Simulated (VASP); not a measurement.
# AgCl in VASP: a series of runs

Runs on AgCl. Level: PBE. Tasks: single point.

All numbers are computed with VASP 6.6.1; they aren't measurements. Logs are shortened: lines on timing, memory, paths and dates and some standing lists are left out, and cuts for length are marked.

### Step 1. The cell of the first run

Symmetry: Fm-3m, No. 225, cubic system. Conventional cell: a = 5.685 Å, b = 5.685 Å, c = 5.685 Å, α = 90.00°, β = 90.00°, γ = 90.00°. Ag (site symmetry m-3m) has 6 Cl at 2.84 Å within 3.7 Å. Cl (site symmetry m-3m) has 6 Ag at 2.84 Å within 3.7 Å.

### Step 2. Single point, PBE (strained)

Input file INCAR:

```
SYSTEM = AgCl
PREC = Accurate
ENCUT = 520
EDIFF = 1E-6
ISMEAR = 0
SIGMA = 0.02
LREAL = .FALSE.
LASPH = .TRUE.
NELM = 80
ALGO = Normal
ISIF = 2
LWAVE = .FALSE.
LCHARG = .FALSE.
GGA = PE
NBANDS = 16
```

Input file KPOINTS:

```
Automatic mesh
0
G
  8 8 8
  0 0 0
```

Input file POSCAR:

```
AgCl
1.0
    0.0000000000      2.8426728705      2.8426728705
    2.8426728705      0.0000000000      2.8426728705
    2.8426728705      2.8426728705      0.0000000000
Ag Cl
1 1
Direct
    0.5000000000      0.5000000000      0.5000000000
    0.0000000000      0.0000000000      0.0000000000
```

Potentials or basis: VASP PAW PBE potentials, release 64 (Ag, Cl).

Started as:

```bash
$ cat potpaw_PBE.64/Ag/POTCAR potpaw_PBE.64/Cl/POTCAR > POTCAR
$ mpirun -np 1 vasp_std > vasp.out
```

OUTCAR:

```text
SYSTEM = AgCl
   PREC = Accurate
   ENCUT = 520
   EDIFF = 1E-6
   ISMEAR = 0
   LREAL = .FALSE.
   LASPH = .TRUE.
   NELM = 80
   ISIF = 2
   GGA = PE

 ion  position               nearest neighbor table
   1  0.500  0.500  0.500-   2 2.84   2 2.84   2 2.84   2 2.84   2 2.84   2 2.84
   2  0.000  0.000  0.000-   1 2.84   1 2.84   1 2.84   1 2.84   1 2.84   1 2.84

  LATTYP: Found a face centered cubic cell.
 ALAT       =     5.6853457410

  Lattice vectors:

 A1 = (   0.0000000000,   2.8426728705,   2.8426728705)
 A2 = (   2.8426728705,   0.0000000000,   2.8426728705)
 A3 = (   2.8426728705,   2.8426728705,   0.0000000000)

Analysis of symmetry for initial positions (statically):
=====================================================================
 Subroutine PRICEL returns:
 Original cell was already a primitive cell.

 Routine SETGRP: Setting up the symmetry group for a
 face centered cubic supercell.

 Subroutine GETGRP returns: Found 48 space group operations
 (whereof 48 operations were pure point group operations)
 out of a pool of 48 trial point group operations.

The static configuration has the point symmetry O_h .

Analysis of symmetry for dynamics (positions and initial velocities):
=====================================================================
 Subroutine PRICEL returns:
 Original cell was already a primitive cell.

 Routine SETGRP: Setting up the symmetry group for a
 face centered cubic supercell.

 Subroutine GETGRP returns: Found 48 space group operations
 (whereof 48 operations were pure point group operations)
 out of a pool of 48 trial point group operations.

The dynamic configuration has the point symmetry O_h .

 Subroutine INISYM returns: Found 48 space group operations
 (whereof 48 operations are pure point group operations),
 and found     1 'primitive' translations

----------------------------------------------------------------------------------------

                                     Primitive cell

  volume of cell :      45.9421

  direct lattice vectors                    reciprocal lattice vectors
     0.000000000  2.842672870  2.842672870    -0.175890798  0.175890798  0.175890798
     2.842672870  0.000000000  2.842672870     0.175890798 -0.175890798  0.175890798
     2.842672870  2.842672870  0.000000000     0.175890798  0.175890798 -0.175890798

  length of vectors
     4.020146527  4.020146527  4.020146527     0.304651799  0.304651799  0.304651799

  position of ions in fractional coordinates (direct lattice)
     0.500000000  0.500000000  0.500000000
     0.000000000  0.000000000  0.000000000

  ion indices of the primitive-cell ions
   primitive index   ion index
                 1           1
                 2           2

[... 76 lines left out ...]
   NFREE  =      0    steps in history (QN), initial steepest desc. (CG)
   ISIF   =      2    stress and relaxation
   ISYM   =      2    0-nonsym 1-usesym 2-fastsym
   POTIM  = 0.5000    time-step for ionic-motion
   TEBEG  =    0.0;   TEEND  =   0.0 temperature during run
   PSTRESS=    0.0 pullay stress
   NELECT =      18.0000    total number of electrons
   NUPDOWN=      -1.0000    fix difference up-down
   EMIN   =  10.00;   EMAX   =-10.00  energy-range for DOS
   EFERMI =   0.00;   METHOD = LEGACY
   ISMEAR =     0;   SIGMA  =   0.02  broadening in eV -4-tet -1-fermi 0-gaus
   EFERMI_NEDOS =   21; number of points for ismear=-14 and -15
   IALGO  =     38    algorithm
   IMIX   =      4    mixing-type and parameters
     AMIX     =   0.40;   BMIX     =  1.00
     AMIX_MAG =   1.60;   BMIX_MAG =  1.00
  volume/ion in A,a.u.               =      22.97       155.02
  Fermi-wavevector in a.u.,A,eV,Ry     =   1.197923  2.263746 19.524615  1.435019
  Thomas-Fermi vector in A             =   2.333825
   LORBIT       =      0    0 simple, 1 ext, 2 COOP (PROOUT), +10 PAW based schemes
   GGA     = PE    functional components
   LHFCALC =     F    Hartree Fock is set to
   AEXX    =    0.0000 exact exchange contribution
   IVDW    =     0    specifies the selected vdW correction
   LEPSILON=     F    determine dielectric tensor
   LRPA    =     F    only Hartree local field effects (RPA)
 non-spin polarized calculation
 Gauss-broadening in eV      SIGMA  =   0.02
  energy-cutoff  :      520.00
  volume of cell :       45.94
 maximum number of plane-waves:      1254
 NGX is ok and might be reduce to    30
   NGX = 15   NGY = 15   NGZ = 15

 number of electron      17.9999996 magnetization

 Free energy of the ion-electron system (eV)
  ---------------------------------------------------
  ext. energy  EPLUGINS =         0.00000000
  ---------------------------------------------------
  free energy    TOTEN  =        -5.39220077 eV

  energy without entropy =       -5.39220077  energy(sigma->0) =       -5.39220077

 E-fermi :   3.0492     XC(G=0):  -9.5800

 val. band max:        2.9117274405   @ k =   0.5000   0.0000   0.0000
 cond. band min:       3.8503101366   @ k =   0.0000   0.0000   0.0000
 fundamental gap:      0.9385826961
 Fermi energy:         3.0492417485

 k-point     1 :       0.0000    0.0000    0.0000
  band No.  band energies     occupation
      1     -11.7597      2.00000
      2       0.7466      2.00000
      3       0.7466      2.00000
      4       0.7466      2.00000
      5       0.7839      2.00000
      6       0.7839      2.00000
[... 433 lines left out ...]
      3      -0.6984      2.00000
      4      -0.6712      2.00000
      5       0.9944      2.00000
      6       1.0526      2.00000
[... 8 lines left out ...]
     15      16.2344      0.00000
     16      17.6816      0.00000

 [... further k-points ...]

------------------------ aborting loop because EDIFF is reached ----------------------------------------

  FORCE on cell =-STRESS in cart. coord.  units (eV):
  Direction    XX          YY          ZZ          XY          YZ          ZX
  --------------------------------------------------------------------------------------
  -------------------------------------------------------------------------------------
  Total       -0.4566063     -0.4566063     -0.4566063      0.0000000      0.0000000      0.0000000
  in kB      -15.9236217    -15.9236217    -15.9236217      0.0000000      0.0000000      0.0000000
  external PRESSURE =     -15.9236217 kB  Pullay stress =       0.0000000 kB

 VOLUME and BASIS-vectors are now :
 -----------------------------------------------------------------------------
  energy-cutoff  :      520.00
  volume of cell :       45.94
      direct lattice vectors                 reciprocal lattice vectors
     0.000000000  2.842672870  2.842672870    -0.175890798  0.175890798  0.175890798
     2.842672870  0.000000000  2.842672870     0.175890798 -0.175890798  0.175890798
     2.842672870  2.842672870  0.000000000     0.175890798  0.175890798 -0.175890798

 POSITION                                       TOTAL-FORCE (eV/Angst)
 -----------------------------------------------------------------------------------
      2.84267      2.84267      2.84267         0.000000      0.000000     -0.000000
      0.00000      0.00000      0.00000        -0.000000      0.000000      0.000000
 -----------------------------------------------------------------------------------
    total drift:                                0.000000      0.000000      0.000000

  FREE ENERGIE OF THE ION-ELECTRON SYSTEM (eV)
  ---------------------------------------------------
  free  energy   TOTEN  =        -5.3922007654 eV

  energy  without entropy=       -5.3922007654  energy(sigma->0) =       -5.39220077
```

OSZICAR:

```text
N       E                     dE             d eps       ncg     rms          rms(c)
DAV:   1     0.908440601602E+02    0.90844E+02   -0.83691E+03   928   0.100E+03
DAV:   2    -0.253785608528E+01   -0.93382E+02   -0.85492E+02  1160   0.213E+02
DAV:   3    -0.557789736042E+01   -0.30400E+01   -0.30326E+01  1128   0.389E+01
DAV:   4    -0.559343197045E+01   -0.15535E-01   -0.15533E-01  1248   0.322E+00
DAV:   5    -0.559361803515E+01   -0.18606E-03   -0.18606E-03  1080   0.347E-01    0.502E+00
DAV:   6    -0.539698042700E+01    0.19664E+00   -0.26749E-01  1192   0.645E+00    0.329E+00
DAV:   7    -0.539266552706E+01    0.43149E-02   -0.95280E-02  1112   0.208E+00    0.180E+00
DAV:   8    -0.539202878026E+01    0.63675E-03   -0.53650E-03  1104   0.737E-01    0.278E-01
DAV:   9    -0.539210981789E+01   -0.81038E-04   -0.50191E-04  1184   0.302E-01    0.487E-02
DAV:  10    -0.539219550337E+01   -0.85685E-04   -0.14051E-04  1096   0.101E-01    0.371E-02
DAV:  11    -0.539220084884E+01   -0.53455E-05   -0.54314E-06  1184   0.163E-02    0.384E-03
DAV:  12    -0.539220076539E+01    0.83449E-07   -0.14071E-07   728   0.416E-03
   1 F= -.53922008E+01 E0= -.53922008E+01  d E =-.518513E-24
```

Run time: 14 s. Hardware: 1 thread of AMD EPYC 7R13 (Zen 3), shared host; peak memory 0.14 GiB.

Results:

* Free energy: -5.3922 eV
* Pressure: -1.6 GPa
* Band gap on the k mesh: 0.94 eV (least direct gap 2.96 eV)

Levels at points of the mesh, in eV from the valence-band top:
```
           k point  band 6  band 7  band 8  band 9  band 10  band 11  band 12  band 13
(0.00, 0.00, 0.00)   -2.13   -2.02   -2.02   -2.02     0.94    10.88    10.88    10.88
(0.50, 0.00, 0.00)   -1.86   -1.58    0.00    0.00     4.44     6.14     7.80     7.80
(0.50, 0.50, 0.00)   -1.97   -1.76   -1.76   -1.72     2.49     8.13     8.40    11.14
```

Caveat: the cell differs from its parent crystal (strained). A k mesh can miss the band edges.

### Step 3. Single point, PBE (one atom moved)

Input file INCAR:

```
  PREC = Accurate
  ENCUT = 520
  EDIFF = 1E-6
  ISMEAR = 0
  SIGMA = 0.02
  LREAL = F
  LASPH = T
  NELM = 60
  ALGO = Normal
  ISIF = 2
  LWAVE = F
  LCHARG = F
  GGA = PE
  NBANDS = 16
```

Input file KPOINTS:

```
regular mesh
0
Gamma
  8 8 8
```

Input file POSCAR:

```
AgCl
1.0
    0.0000000000      2.7731500000      2.7731500000
    2.7731500000      0.0000000000      2.7731500000
    2.7731500000      2.7731500000      0.0000000000
Ag Cl
1 1
Direct
    0.5000000000      0.5000000000      0.5000000000
    0.0081135171      0.0081135171     -0.0081135171
```

Potentials or basis: VASP PAW PBE potentials, release 64 (Ag, Cl).

Started as:

```bash
$ cat potpaw_PBE.64/Ag/POTCAR potpaw_PBE.64/Cl/POTCAR > POTCAR
$ mpirun -np 1 vasp_std > vasp.out
```

OUTCAR:

```text
PREC = Accurate
   ENCUT = 520
   EDIFF = 1E-6
   ISMEAR = 0
   LREAL = F
   LASPH = T
   NELM = 60
   ISIF = 2
   GGA = PE

 ion  position               nearest neighbor table
   1  0.500  0.500  0.500-   2 2.73   2 2.77   2 2.77   2 2.77   2 2.77   2 2.82
   2  0.008  0.008  0.992-   1 2.73   1 2.77   1 2.77   1 2.77   1 2.77   1 2.82

  LATTYP: Found a face centered cubic cell.
 ALAT       =     5.5463000000

  Lattice vectors:

 A1 = (   0.0000000000,   2.7731500000,   2.7731500000)
 A2 = (   2.7731500000,   0.0000000000,   2.7731500000)
 A3 = (   2.7731500000,   2.7731500000,   0.0000000000)

Analysis of symmetry for initial positions (statically):
=====================================================================
 Subroutine PRICEL returns:
 Original cell was already a primitive cell.

 Routine SETGRP: Setting up the symmetry group for a
 face centered cubic supercell.

 Subroutine GETGRP returns: Found  8 space group operations
 (whereof  8 operations were pure point group operations)
 out of a pool of 48 trial point group operations.

The static configuration has the point symmetry C_4v.

Analysis of symmetry for dynamics (positions and initial velocities):
=====================================================================
 Subroutine PRICEL returns:
 Original cell was already a primitive cell.

 Routine SETGRP: Setting up the symmetry group for a
 face centered cubic supercell.

 Subroutine GETGRP returns: Found  8 space group operations
 (whereof  8 operations were pure point group operations)
 out of a pool of 48 trial point group operations.

The dynamic configuration has the point symmetry C_4v.

 Subroutine INISYM returns: Found  8 space group operations
 (whereof  8 operations are pure point group operations),
 and found     1 'primitive' translations

----------------------------------------------------------------------------------------

[... 106 lines left out ...]
   EFERMI =   0.00;   METHOD = LEGACY
   ISMEAR =     0;   SIGMA  =   0.02  broadening in eV -4-tet -1-fermi 0-gaus
   EFERMI_NEDOS =   21; number of points for ismear=-14 and -15
   IALGO  =     38    algorithm
   IMIX   =      4    mixing-type and parameters
     AMIX     =   0.40;   BMIX     =  1.00
     AMIX_MAG =   1.60;   BMIX_MAG =  1.00
  volume/ion in A,a.u.               =      21.33       143.92
  Fermi-wavevector in a.u.,A,eV,Ry     =   1.227955  2.320498 20.515850  1.507872
  Thomas-Fermi vector in A             =   2.362898
   LORBIT       =      0    0 simple, 1 ext, 2 COOP (PROOUT), +10 PAW based schemes
   GGA     = PE    functional components
   LHFCALC =     F    Hartree Fock is set to
   AEXX    =    0.0000 exact exchange contribution
   IVDW    =     0    specifies the selected vdW correction
   LEPSILON=     F    determine dielectric tensor
   LRPA    =     F    only Hartree local field effects (RPA)
 non-spin polarized calculation
 Gauss-broadening in eV      SIGMA  =   0.02
  energy-cutoff  :      520.00
  volume of cell :       42.65
 maximum number of plane-waves:      1174
 NGX is ok and might be reduce to    30
   NGX = 15   NGY = 15   NGZ = 15

 number of electron      18.0000003 magnetization

 Free energy of the ion-electron system (eV)
  ---------------------------------------------------
  ext. energy  EPLUGINS =         0.00000000
  ---------------------------------------------------
  free energy    TOTEN  =        -5.39328245 eV

  energy without entropy =       -5.39328245  energy(sigma->0) =       -5.39328245

 E-fermi :   3.9557     XC(G=0):  -9.9649

 val. band max:        3.8154501322   @ k =   0.5000   0.0000   0.0000
 cond. band min:       4.7268891835   @ k =   0.0000   0.0000   0.0000
 fundamental gap:      0.9114390514
 Fermi energy:         3.9556575355

 k-point     1 :       0.0000    0.0000    0.0000
  band No.  band energies     occupation
      1     -11.3321      2.00000
      2       1.2819      2.00000
      3       1.3249      2.00000
      4       1.3249      2.00000
      5       1.3782      2.00000
      6       1.4193      2.00000
[... 433 lines left out ...]
      3      -0.2108      2.00000
      4       0.0201      2.00000
      5       1.5113      2.00000
      6       1.7928      2.00000
[... 8 lines left out ...]
     15      18.1333      0.00000
     16      19.0589      0.00000

 [... further k-points ...]
[... 5 lines left out ...]
  --------------------------------------------------------------------------------------
  -------------------------------------------------------------------------------------
  Total        0.3916480      0.3916480      0.4169523      0.0000000      0.0000000      0.0000000
  in kB       14.7114800     14.7114800     15.6619876      0.0000000      0.0000000      0.0000000
  external PRESSURE =      15.0283159 kB  Pullay stress =       0.0000000 kB

 VOLUME and BASIS-vectors are now :
 -----------------------------------------------------------------------------
  energy-cutoff  :      520.00
  volume of cell :       42.65
      direct lattice vectors                 reciprocal lattice vectors
     0.000000000  2.773150000  2.773150000    -0.180300380  0.180300380  0.180300380
     2.773150000  0.000000000  2.773150000     0.180300380 -0.180300380  0.180300380
     2.773150000  2.773150000  0.000000000     0.180300380  0.180300380 -0.180300380

 POSITION                                       TOTAL-FORCE (eV/Angst)
 -----------------------------------------------------------------------------------
      2.77315      2.77315      2.77315         0.000000      0.000000      0.051217
      2.77315      2.77315      0.04500         0.000000      0.000000     -0.051217
 -----------------------------------------------------------------------------------
    total drift:                               -0.000000     -0.000000     -0.000008

  FREE ENERGIE OF THE ION-ELECTRON SYSTEM (eV)
  ---------------------------------------------------
  free  energy   TOTEN  =        -5.3932824499 eV

  energy  without entropy=       -5.3932824499  energy(sigma->0) =       -5.39328245
```

It took 26 s on 1 thread of AMD EPYC 7R13 (Zen 3), shared host; peak memory 0.16 GiB.

What came out:

- Free energy: -5.3933 eV
- Pressure: 1.5 GPa
- Largest force: 0.051 eV/Å
- Band gap on the k mesh: 0.91 eV (least direct gap 3.10 eV)

Forces on the atoms (eV/Å):
```
Ag   0.000  0.000  0.051
Cl   0.000  0.000 -0.051
```

Levels at points of the mesh, in eV from the valence-band top:
```csv
k point,band 6,band 7,band 8,band 9,band 10,band 11,band 12,band 13
"(0.00, 0.00, 0.00)",-2.40,-2.27,-2.27,-2.18,0.91,10.85,10.85,10.85
"(0.50, 0.00, 0.00)",-2.07,-1.76,0.00,0.00,4.25,6.53,7.68,7.68
"(0.50, 0.50, 0.00)",-2.21,-1.95,-1.95,-1.87,2.39,8.03,8.64,11.51
"(0.00, 0.50, 0.50)",-2.19,-1.95,-1.95,-1.87,2.39,8.02,8.64,11.52
```

Caveat: the cell differs from its parent crystal (one atom moved). A k mesh can miss the band edges.
